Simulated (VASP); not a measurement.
Write the native input for VASP 6.6.1 that does the following.

| Property | Result |
| --- | --- |
| Task | single point |
| Functional | PBE |
| Potentials or basis | VASP PAW PBE potentials, release 64 (Si) |
| Cutoff | 520 eV |
| k mesh | 2 × 2 × 2 |
| Occupations | fermi-dirac, width 0.05 eV |
| Spin | no spin polarisation |
| Dipole correction | no |
| Further INCAR settings | LREAL = Auto; ALGO = Normal; EDIFF = 1e-07; NBANDS = 48 |

The structure of Si (a cell with a defect) lies in POSCAR:

```
Si
1.0
    0.0000000000      5.4300000000      5.4300000000
    5.4300000000      0.0000000000      5.4300000000
    5.4300000000      5.4300000000      0.0000000000
Si
17
Direct
    0.0022671271     -0.0033183241      0.0042056169
    0.1240645488      0.1262135359      0.1252170350
    0.0023650092     -0.0032791897      0.4974933702
    0.1299700737      0.1228126151      0.6239813076
   -0.0000373849      0.4998828729      0.0002987109
    0.1242236648      0.6242899632      0.1253122468
    0.0026768877      0.5029297422      0.4974941989
    0.1243089319      0.6243713628      0.6266245856
    0.4964075506     -0.0036031308      0.0040436464
    0.6220207182      0.1221516575      0.1331367403
    0.4984768877     -0.0008345304      0.5015669429
    0.6220545120      0.1221655617      0.6234346225
    0.4966289134      0.5024460405      0.0041403315
    0.6263025783      0.6240732965      0.1251740331
    0.4966950276      0.5025160221      0.4974666667
    0.6224993554      0.6306809392      0.6237873849
    0.7484709024      0.2492163904      0.7514712707
```

One way to write it, as run:

INCAR

```
SYSTEM = Si
  PREC = Accurate
  ENCUT = 520
  EDIFF = 1E-7
  ISMEAR = -1
  SIGMA = 0.05
  LREAL = Auto
  LASPH = .True.
  NELM = 60
  ALGO = Normal
  ISIF = 2
  LWAVE = .False.
  LCHARG = .False.
  GGA = PE
  NBANDS = 48
```

KPOINTS

```
Automatic mesh
0
Gamma
  2 2 2
  0 0 0
```

Potentials or basis: VASP PAW PBE potentials, release 64 (Si).

The run is started by

```console
$ cat potpaw_PBE.64/Si/POTCAR > POTCAR
$ mpirun -np 1 vasp_std > vasp.out
```

Results of the run:

```
Pressure               : 5.3 GPa
Largest force          : 0.033 eV/Å
Band gap on the k mesh : zero (bands 34 and 35 overlap by 0.25 eV)
```

Caveat: the k points lie up to 0.50 Å⁻¹ apart.

Run time: 120 s on 1 thread of AMD EPYC 9R45 96-Core Processor (Zen 5), with other jobs on the host, peak memory 0.44 GiB.
